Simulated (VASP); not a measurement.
A run of VASP 6.6.1 is set up as follows.

Contents of INCAR:

```
PREC     = Accurate       # precision mode
ENCUT    = 520            # plane-wave cutoff, eV
EDIFF    = 1E-7           # SCF threshold, eV
ISMEAR   = 0              # smearing method
SIGMA    = 0.1            # smearing width, eV
LREAL    = F              # projectors in reciprocal space
LASPH    = T              # aspherical terms in the spheres
NELM     = 60             # most SCF steps
ALGO     = Normal         # electronic algorithm
ISIF     = 2              # what is computed and relaxed
LWAVE    = F              # write WAVECAR
LCHARG   = F              # write CHGCAR
GGA      = PE             # functional
NBANDS   = 38             # bands
```

File KPOINTS:

```
regular mesh
0
Gamma
  6 6 2
```

POSCAR

```
Bi
1.0
    3.5123186338      0.0000000000      0.0000000000
   -1.7561593169      3.0417571630      0.0000000000
    0.0000000000      0.0000000000     11.7681309778
Bi
4
Direct
    0.0000000000      0.0000000000      0.0000000000
    0.0000000000      0.0000000000      0.5000000000
    0.3333333333      0.6666666667      0.7500000000
    0.6666666667      0.3333333333      0.2500000000
```

Potentials or basis: VASP PAW PBE potentials, release 64 (Bi_d).

The run is started by

```sh
$ cat potpaw_PBE.64/Bi_d/POTCAR > POTCAR
$ mpirun -np 1 vasp_std > vasp.out
```

(1) What does it give for the band gap on the k mesh?

(2) Estimate the pressure.

Answers

(1) zero (band 30 reaches 12.07 eV, above the bottom of band 31 at 5.69 eV).

(2) -0.1 GPa.

Caveat: spin-orbit coupling is left out, which moves the levels of the heavy elements.
